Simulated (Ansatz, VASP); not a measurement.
# SrCl2 in VASP and in Ansatz

```
Sr Cl
1.0
     0.00000    3.55710    3.44469
     3.55710    0.00000    3.44469
     3.55710    3.55710    0.00000
Sr Cl
1 2
Direct
  0.00000 0.00000 0.00000
  0.25000 0.25000 0.25000
  0.75000 0.75000 0.75000
```

Alike in both runs: task single point; functional PBE; k mesh 6 × 6 × 6; occupations gaussian, width 0.05 eV; no spin polarisation.

|  | VASP | Ansatz |
| --- | --- | --- |
| version | VASP 6.6.1 | Ansatz 0.2.0 |
| potentials or method | VASP PAW PBE potentials, release 64 (Sr_sv, Cl), cutoff 520 eV | scalar-relativistic, plane waves, PAW |
| valence electrons in the cell | 24 | 24 |

|  | VASP | Ansatz | Ansatz less VASP |
| --- | --- | --- | --- |
| gap on the k mesh at the Fermi level (eV) | 5.08 | 5.08 | +0.004 |
| least direct gap on the mesh (eV) | 5.37 | 5.37 | +0.001 |
| pressure (GPa) | 0.1 | 0.0 | -0.07 |
| traceless stress, the component that is largest in VASP (GPa) | 1.07 | 1.08 | +0.006 |
